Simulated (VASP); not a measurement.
# Cd4Te5 in VASP: further runs

Runs on Cd4Te5. Level: PBEsol. Tasks: single point.

All numbers are computed with VASP 6.6.1; they aren't measurements. Logs are shortened: lines on timing, memory, paths and dates and some standing lists are left out, and cuts for length are marked.

## (1) The cell of the first run

The cell holds a slab with vacuum, 9 atoms: a = 4.589 Å, b = 4.589 Å, c = 27.979 Å, α = 90.00°, β = 90.00°, γ = 90.00°.

## (2) Single point, PBEsol

INCAR reads:

```
SYSTEM = Cd4Te5
PREC = Accurate
ENCUT = 520
EDIFF = 1E-6
ISMEAR = 0
SIGMA = 0.05
LREAL = .FALSE.
LASPH = .TRUE.
NELM = 100
ALGO = Normal
ISIF = 2
LWAVE = .FALSE.
LCHARG = .FALSE.
LDIPOL = .TRUE.
IDIPOL = 3
DIPOL = 0.5 0.5 0.500
GGA = PS
NBANDS = 49
```

KPOINTS reads:

```
regular mesh
0
G
  6 6 1
  0 0 0
```

POSCAR reads:

```
Cd4Te5
1.0
    4.5886584790      0.0000000000      0.0000000000
    0.0000000000      4.5886584790      0.0000000000
    0.0000000000      0.0000000000     27.9786861081
Te Cd
5 4
Direct
    0.0000000000      0.5000000000      0.2680611938
    0.5000000000      0.0000000000      0.3840305969
    0.0000000000      0.5000000000      0.5000000000
    0.5000000000      0.0000000000      0.6159694031
    0.0000000000      0.5000000000      0.7319388062
    0.5000000000      0.5000000000      0.3260458954
    0.0000000000      0.0000000000      0.4420152985
    0.5000000000      0.5000000000      0.5579847015
    0.0000000000      0.0000000000      0.6739541046
```

Potentials or basis: VASP PAW PBE potentials, release 64 (Te, Cd).

Run with:

```bash
$ cat potpaw_PBE.64/Te/POTCAR potpaw_PBE.64/Cd/POTCAR > POTCAR
$ mpirun -np 1 vasp_std > vasp.out
```

OUTCAR:

```text
SYSTEM = Cd4Te5
   PREC = Accurate
   ENCUT = 520
   EDIFF = 1E-6
   ISMEAR = 0
   LREAL = .FALSE.
   LASPH = .TRUE.
   NELM = 100
   ISIF = 2
   GGA = PS

 ion  position               nearest neighbor table
   1  0.000  0.500  0.268-   6 2.81   6 2.81
   2  0.500  0.000  0.384-   6 2.81   6 2.81   7 2.81   7 2.81
   3  0.000  0.500  0.500-   7 2.81   8 2.81   7 2.81   8 2.81
   4  0.500  0.000  0.616-   9 2.81   9 2.81   8 2.81   8 2.81
   5  0.000  0.500  0.732-   9 2.81   9 2.81
   6  0.500  0.500  0.326-   2 2.81   2 2.81   1 2.81   1 2.81
   7  0.000  0.000  0.442-   3 2.81   3 2.81   2 2.81   2 2.81
   8  0.500  0.500  0.558-   3 2.81   3 2.81   4 2.81   4 2.81
   9  0.000  0.000  0.674-   4 2.81   4 2.81   5 2.81   5 2.81

  LATTYP: Found a simple tetragonal cell.
 ALAT       =     4.5886584790
 C/A-ratio  =     6.0973563921

  Lattice vectors:

 A1 = (   4.5886584790,   0.0000000000,   0.0000000000)
 A2 = (   0.0000000000,   4.5886584790,   0.0000000000)
 A3 = (   0.0000000000,   0.0000000000,  27.9786861081)

Analysis of symmetry for initial positions (statically):
=====================================================================
 Subroutine PRICEL returns:
 Original cell was already a primitive cell.

 Routine SETGRP: Setting up the symmetry group for a
 simple tetragonal supercell.

 Subroutine GETGRP returns: Found  8 space group operations
 (whereof  4 operations were pure point group operations)
 out of a pool of 16 trial point group operations.

The static configuration has the point symmetry C_2v.
 The point group associated with its full space group is D_2d.

Analysis of symmetry for dynamics (positions and initial velocities):
=====================================================================
 Subroutine PRICEL returns:
 Original cell was already a primitive cell.

 Routine SETGRP: Setting up the symmetry group for a
 simple tetragonal supercell.

 Subroutine GETGRP returns: Found  8 space group operations
 (whereof  4 operations were pure point group operations)
 out of a pool of 16 trial point group operations.

The dynamic configuration has the point symmetry C_2v.
 The point group associated with its full space group is D_2d.

 Subroutine INISYM returns: Found  8 space group operations
 (whereof  4 operations are pure point group operations),
 and found     1 'primitive' translations

----------------------------------------------------------------------------------------

                                     Primitive cell

  volume of cell :     589.1132

  direct lattice vectors                    reciprocal lattice vectors
     4.588658479  0.000000000  0.000000000     0.217928618  0.000000000  0.000000000
     0.000000000  4.588658479  0.000000000     0.000000000  0.217928618  0.000000000
     0.000000000  0.000000000 27.978686108     0.000000000  0.000000000  0.035741493

  length of vectors
     4.588658479  4.588658479 27.978686108     0.217928618  0.217928618  0.035741493

  position of ions in fractional coordinates (direct lattice)
     0.000000000  0.500000000  0.268061194
     0.500000000  0.000000000  0.384030597
     0.000000000  0.500000000  0.500000000
     0.500000000  0.000000000  0.615969403
     0.000000000  0.500000000  0.731938806
     0.500000000  0.500000000  0.326045895
     0.000000000  0.000000000  0.442015299
     0.500000000  0.500000000  0.557984701
     0.000000000  0.000000000  0.673954105

  ion indices of the primitive-cell ions
   primitive index   ion index
                 1           1
                 2           2
                 3           3
                 4           4
                 5           5
                 6           6
                 7           7
                 8           8
                 9           9

----------------------------------------------------------------------------------------

 KPOINTS: regular mesh

Automatic generation of k-mesh.
 Grid dimensions read from file:
 generate k-points for:    6    6    1

 Generating k-lattice:

  Cartesian coordinates                     Fractional coordinates (reciprocal lattice)
     0.036321436  0.000000000  0.000000000     0.166666667  0.000000000  0.000000000
     0.000000000  0.036321436  0.000000000     0.000000000  0.166666667  0.000000000
     0.000000000  0.000000000  0.035741493     0.000000000  0.000000000  1.000000000

  Length of vectors
     0.036321436  0.036321436  0.035741493

  Shift w.r.t. Gamma in fractional coordinates (k-lattice)
     0.000000000  0.000000000  0.000000000

 Subroutine IBZKPT returns following result:
 ===========================================

 Found     10 irreducible k-points:

 Following reciprocal coordinates:
            Coordinates               Weight
  0.000000  0.000000  0.000000      1.000000
  0.166667  0.000000  0.000000      4.000000
  0.333333  0.000000  0.000000      4.000000
  0.500000  0.000000  0.000000      2.000000
  0.166667  0.166667  0.000000      4.000000
  0.333333  0.166667  0.000000      8.000000
  0.500000  0.166667  0.000000      4.000000
  0.333333  0.333333  0.000000      4.000000
  0.500000  0.333333  0.000000      4.000000
  0.500000  0.500000  0.000000      1.000000
   k-points           NKPTS =     10   k-points in BZ     NKDIM =     10   number of bands    NBANDS=     49
   number of dos      NEDOS =    301   number of ions     NIONS =      9
   total plane-waves  NPLWV = 272160
   dimension x,y,z NGX =    36 NGY =   36 NGZ =  210
   dimension x,y,z NGXF=    72 NGYF=   72 NGZF=  420
   ions per type =               5   4
   NGX,Y,Z   is equivalent  to a cutoff of  13.04, 13.04, 12.48 a.u.
   NGXF,Y,Z  is equivalent  to a cutoff of  26.09, 26.09, 24.96 a.u.
 SYSTEM =  Cd4Te5
   PREC   = accura    normal or accurate (medium, high low for compatibility)
   ISTART =      0    job   : 0-new  1-cont  2-samecut
   ICHARG =      2    charge: 1-file 2-atom 10-const
   ISPIN  =      1    spin polarized calculation?
   LNONCOLLINEAR =      F non collinear calculations
   LSORBIT =      F    spin-orbit coupling
   LASPH  =      T    aspherical Exc in radial PAW
   ENCUT  =  520.0 eV  38.22 Ry    6.18 a.u.   8.53  8.53 52.02*2*pi/ulx,y,z
   NELM   =    100;   NELMIN=  2; NELMDL= -5     # of ELM steps
   EDIFF  = 0.1E-05   stopping-criterion for ELM
   LREAL  =      F    real-space projection
   EDIFFG = 0.1E-04   stopping-criterion for IOM
   NSW    =      0    number of steps for IOM
   IBRION =     -1    ionic relax: 0-MD 1-quasi-New 2-CG
   NFREE  =      0    steps in history (QN), initial steepest desc. (CG)
   ISIF   =      2    stress and relaxation
   ISYM   =      2    0-nonsym 1-usesym 2-fastsym
   POTIM  = 0.5000    time-step for ionic-motion
   TEBEG  =    0.0;   TEEND  =   0.0 temperature during run
   PSTRESS=    0.0 pullay stress
   NELECT =      78.0000    total number of electrons
   NUPDOWN=      -1.0000    fix difference up-down
   EMIN   =  10.00;   EMAX   =-10.00  energy-range for DOS
   EFERMI =   0.00;   METHOD = LEGACY
   ISMEAR =     0;   SIGMA  =   0.05  broadening in eV -4-tet -1-fermi 0-gaus
   EFERMI_NEDOS =   21; number of points for ismear=-14 and -15
   IALGO  =     38    algorithm
   IMIX   =      4    mixing-type and parameters
     AMIX     =   0.40;   BMIX     =  1.00
     AMIX_MAG =   1.60;   BMIX_MAG =  1.00
  volume/ion in A,a.u.               =      65.46       441.73
  Fermi-wavevector in a.u.,A,eV,Ry     =   0.834398  1.576784  9.472656  0.696221
  Thomas-Fermi vector in A             =   1.947783
   LORBIT       =      0    0 simple, 1 ext, 2 COOP (PROOUT), +10 PAW based schemes
   GGA     = PS    functional components
   LHFCALC =     F    Hartree Fock is set to
   AEXX    =    0.0000 exact exchange contribution
   IVDW    =     0    specifies the selected vdW correction
   LEPSILON=     F    determine dielectric tensor
   LRPA    =     F    only Hartree local field effects (RPA)
 non-spin polarized calculation
 Gauss-broadening in eV      SIGMA  =   0.05
  energy-cutoff  :      520.00
  volume of cell :      589.11
 maximum number of plane-waves:     15920
 NGX is ok and might be reduce to    36
   NGX = 17   NGY = 17   NGZ =105

 number of electron      77.9999973 magnetization

 dipolmoment           0.000000      0.000000     -0.000000 electrons x Angstroem

 Free energy of the ion-electron system (eV)
  ---------------------------------------------------
  ext. energy  EPLUGINS =         0.00000000
  ---------------------------------------------------
  free energy    TOTEN  =       -23.18005237 eV

  energy without entropy =      -23.16553523  energy(sigma->0) =      -23.17279380

 E-fermi :  -1.6912     XC(G=0):  -5.1305

 val. band max:       -1.7019021210   @ k =   0.1667   0.0000   0.0000
 cond. band min:      -1.6814139220   @ k =   0.1667   0.1667   0.0000
 fundamental gap:      0.0204881990
 Fermi energy:        -1.6912035587

 k-point     1 :       0.0000    0.0000    0.0000
  band No.  band energies     occupation
      1     -12.7936      2.00000
      2     -12.5491      2.00000
      3     -12.4100      2.00000
      4     -11.6632      2.00000
      5     -11.6629      2.00000
      6      -9.8679      2.00000
[... 41 lines left out ...]
     48       2.5486      0.00000
     49       3.3686      0.00000

 k-point     2 :       0.1667    0.0000    0.0000
  band No.  band energies     occupation
      1     -12.7341      2.00000
      2     -12.5100      2.00000
      3     -12.3971      2.00000
      4     -11.6414      2.00000
      5     -11.6354      2.00000
      6      -9.8618      2.00000
[... 408 lines left out ...]
 k-point    10 :       0.5000    0.5000    0.0000
  band No.  band energies     occupation
      1     -12.3914      2.00000
      2     -12.2698      2.00000
      3     -12.2689      2.00000
      4     -11.4525      2.00000
      5     -11.4525      2.00000
      6      -9.7621      2.00000
[... 41 lines left out ...]
     48       2.5855      0.00000
     49       3.4462      0.00000

------------------------ aborting loop because EDIFF is reached ----------------------------------------

 vacuum level on the upper side and lower side of the slab       (xc-potential included)        -0.148        -0.148

  FORCE on cell =-STRESS in cart. coord.  units (eV):
  Direction    XX          YY          ZZ          XY          YZ          ZX
  --------------------------------------------------------------------------------------
  -------------------------------------------------------------------------------------
  Total       -2.6701852     -2.6701852     -0.1926749      0.0000000      0.0000000      0.0000000
  in kB       -7.2619487     -7.2619487     -0.5240068      0.0000000      0.0000000      0.0000000
  external PRESSURE =      -5.0159681 kB  Pullay stress =       0.0000000 kB

 VOLUME and BASIS-vectors are now :
 -----------------------------------------------------------------------------
  energy-cutoff  :      520.00
  volume of cell :      589.11
      direct lattice vectors                 reciprocal lattice vectors
     4.588658479  0.000000000  0.000000000     0.217928618  0.000000000  0.000000000
     0.000000000  4.588658479  0.000000000     0.000000000  0.217928618  0.000000000
     0.000000000  0.000000000 27.978686108     0.000000000  0.000000000  0.035741493

 POSITION                                       TOTAL-FORCE (eV/Angst)
 -----------------------------------------------------------------------------------
      0.00000      2.29433      7.50000         0.000000      0.000000      0.167734
      2.29433      0.00000     10.74467         0.000000      0.000000      0.215695
      0.00000      2.29433     13.98934         0.000000      0.000000      0.000000
      2.29433      0.00000     17.23401         0.000000      0.000000     -0.215695
      0.00000      2.29433     20.47869         0.000000      0.000000     -0.167734
      2.29433      2.29433      9.12234         0.000000      0.000000     -0.319645
      0.00000      0.00000     12.36701         0.000000      0.000000     -0.086180
      2.29433      2.29433     15.61168         0.000000      0.000000      0.086180
      0.00000      0.00000     18.85635         0.000000      0.000000      0.319645
 -----------------------------------------------------------------------------------
    total drift:                                0.000000      0.000000     -0.000000

  FREE ENERGIE OF THE ION-ELECTRON SYSTEM (eV)
  ---------------------------------------------------
  free  energy   TOTEN  =       -23.1800523722 eV

  energy  without entropy=      -23.1655352267  energy(sigma->0) =      -23.17279380

 vacuum level on the upper side and lower side of the slab         4.212         4.212
```

Wall time 13 min (1 thread of Intel Xeon 8259CL, shared host); peak memory 0.69 GiB.

Results:

```yaml
Free_energy: -23.1801 eV
Largest_force: 0.320 eV/Å
Band_gap_on_the_k_mesh: zero (bands 39 and 40 overlap by 1.09 eV)
```

Forces in eV/Å, atoms in the order of the input:
```
Te   0.000  0.000  0.168
Te   0.000  0.000  0.216
Te   0.000  0.000  0.000
Te   0.000  0.000 -0.216
Te   0.000  0.000 -0.168
Cd   0.000  0.000 -0.320
Cd   0.000  0.000 -0.086
Cd   0.000  0.000  0.086
Cd   0.000  0.000  0.320
```

Caveat: the PAW data sets were made with another functional, which shifts forces and pressure a little; spin-orbit coupling is left out, which moves the levels of the heavy elements.

## (3) Single point, PBEsol

INCAR reads:

```
PREC     = Accurate       # precision mode
ENCUT    = 520            # plane-wave cutoff, eV
EDIFF    = 1E-6           # SCF threshold, eV
ISMEAR   = 0              # smearing method
SIGMA    = 0.05           # smearing width, eV
LREAL    = F              # projectors in reciprocal space
LASPH    = T              # aspherical terms in the spheres
NELM     = 60             # most SCF steps
ALGO     = Normal         # electronic algorithm
ISIF     = 2              # what is computed and relaxed
LWAVE    = F              # write WAVECAR
LCHARG   = F              # write CHGCAR
LDIPOL   = T            
IDIPOL   = 3            
DIPOL    = 0.5 0.5 0.500
GGA      = PS             # functional
NBANDS   = 49             # bands
```

KPOINTS reads:

```
regular mesh
0
Gamma
  6 6 1
```

POSCAR reads:

```
Cd4Te5
1.0
    4.5886584790      0.0000000000      0.0000000000
    0.0000000000      4.5886584790      0.0000000000
    0.0000000000      0.0000000000     27.9786861081
Te Cd
5 4
Direct
    0.0000000000      0.5000000000      0.2697744039
    0.5000000000      0.0000000000      0.3850498520
    0.0000000000      0.5000000000      0.4999999946
    0.5000000000      0.0000000000      0.6149501461
    0.0000000000      0.5000000000      0.7302256027
    0.5000000000      0.5000000000      0.3249187568
    0.0000000000      0.0000000000      0.4416979942
    0.5000000000      0.5000000000      0.5583020026
    0.0000000000      0.0000000000      0.6750812471
```

Potentials or basis: VASP PAW PBE potentials, release 64 (Te, Cd).

Run with:

```bash
$ cat potpaw_PBE.64/Te/POTCAR potpaw_PBE.64/Cd/POTCAR > POTCAR
$ mpirun -np 1 vasp_std > vasp.out
```

Wall time 11 min (1 thread of Intel Xeon 8259CL, shared host); peak memory 0.69 GiB.

It converged, with:

| Property | Result |
| --- | --- |
| Free energy | -23.2029 eV |
| Largest force | 0.032 eV/Å |
| Band gap on the k mesh | zero (bands 39 and 40 overlap by 1.12 eV) |

Forces in eV/Å, atoms in the order of the input:
```
Te   0.000  0.000 -0.032
Te   0.000  0.000 -0.001
Te   0.000  0.000  0.000
Te   0.000  0.000  0.001
Te   0.000  0.000  0.032
Cd   0.000  0.000  0.009
Cd   0.000  0.000  0.016
Cd   0.000  0.000 -0.016
Cd   0.000  0.000 -0.009
```

Levels at points of the mesh, in eV from the Fermi level:
```tsv
k point	band 35	band 36	band 37	band 38	band 39	band 40	band 41	band 42	band 43	band 44
(0.00, 0.00, 0.00)	-0.58	-0.01	-0.01	0.15	0.39	0.39	1.74	2.69	2.75	2.80
(0.50, 0.00, 0.00)	-0.69	-0.58	-0.50	-0.28	-0.23	0.41	2.38	2.41	3.07	3.19
(0.50, 0.50, 0.00)	-1.67	-1.67	-0.80	-0.80	-0.76	-0.73	3.07	3.20	3.21	3.21
```

Caveat: the PAW data sets were made with another functional, which shifts forces and pressure a little; spin-orbit coupling is left out, which moves the levels of the heavy elements.

The gap in the log of VASP goes by the Fermi energy; the results here count the filled bands.